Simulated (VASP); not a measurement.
Input of a VASP 6.6.1 run:

File INCAR:

```
SYSTEM = Nb3ReTe
  PREC = Accurate
  ENCUT = 600
  EDIFF = 1E-6
  ISMEAR = 0
  SIGMA = 0.1
  LREAL = .False.
  LASPH = .True.
  NELM = 60
  ALGO = Fast
  ISIF = 3
  LWAVE = .False.
  LCHARG = .False.
  GGA = PE
  IBRION = 2
  NSW = 100
  EDIFFG = -0.01
```

The input KPOINTS:

```
regular mesh
0
Gamma
  10 10 6
  0 0 0
```

File POSCAR:

```
Nb3ReTe
1.0
    3.7813840334      0.0000000000      0.0000000000
    0.0000000000      3.7813840334      0.0000000000
    0.0000000000      0.0000000000      7.6117293536
Nb Re Te
3 1 1
Direct
    0.5000000000      0.0000000000      0.5823639607
    0.0000000000      0.5000000000      0.5823639607
    0.5000000000      0.5000000000      0.9158925434
    0.0000000000      0.0000000000      0.8679461743
    0.5000000000      0.5000000000      0.2992915610
```

Potentials or basis: VASP PAW PBE potentials, release 64 (Nb_sv, Re, Te).

Command:

```console
$ cat potpaw_PBE.64/Nb_sv/POTCAR potpaw_PBE.64/Re/POTCAR potpaw_PBE.64/Te/POTCAR > POTCAR
$ mpirun -np 1 vasp_std > vasp.out
```

**Question.** Predict the relaxed cell.

**Answer.** a = 3.782 Å, b = 3.782 Å, c = 7.601 Å, α = 90.00°, β = 90.00°, γ = 90.00°.

**Question.** Predict the relaxed volume.

**Answer.** 21.74 Å³/atom.

**Question.** Estimate the band gap on the k mesh.

**Answer.** Zero (bands 26 and 27 overlap by 0.90 eV).

Step by step:
| step | energy change (eV) | largest force (eV/Å) | pressure (GPa) | volume (Å³) |
| --- | --- | --- | --- | --- |
| 1 | 0.0000 | 0.0877 | -1.17 | 108.84 |
| 2 | 0.0238 | 0.2771 | 3.35 | 106.35 |
| 3 | 0.0575 | 0.2252 | 0.59 | 108.23 |
| 4 | -0.0064 | 0.0850 | 0.52 | 108.35 |
| 5 | -0.0042 | 0.0744 | 0.17 | 108.59 |
| 6 | -0.0071 | 0.0595 | 0.17 | 108.64 |
| 7 | -0.0071 | 0.0612 | 0.02 | 108.74 |
| 8 | -0.0072 | 0.0544 | 0.05 | 108.70 |
| 9 | -0.0072 | 0.0552 | 0.04 | 108.69 |
| 10 | -0.0071 | 0.0568 | 0.06 | 108.66 |
| 11 | -0.0074 | 0.0284 | -0.02 | 108.75 |
| 12 | -0.0074 | 0.0256 | -0.06 | 108.77 |
| 13 | -0.0074 | 0.0198 | -0.13 | 108.82 |
| 14 | -0.0074 | 0.0303 | -0.10 | 108.79 |
| 15 | -0.0075 | 0.0099 | 0.05 | 108.68 |
| 16 | -0.0075 | 0.0137 | 0.06 | 108.70 |
| 17 | -0.0075 | 0.0134 | -0.05 | 108.74 |
| 18 | -0.0075 | 0.0103 | -0.02 | 108.72 |
| 19 | -0.0075 | 0.0103 | 0.00 | 108.72 |
| 20 | -0.0075 | 0.0055 | -0.02 | 108.72 |

Caveat: spin-orbit coupling is left out, which moves the levels of the heavy elements.
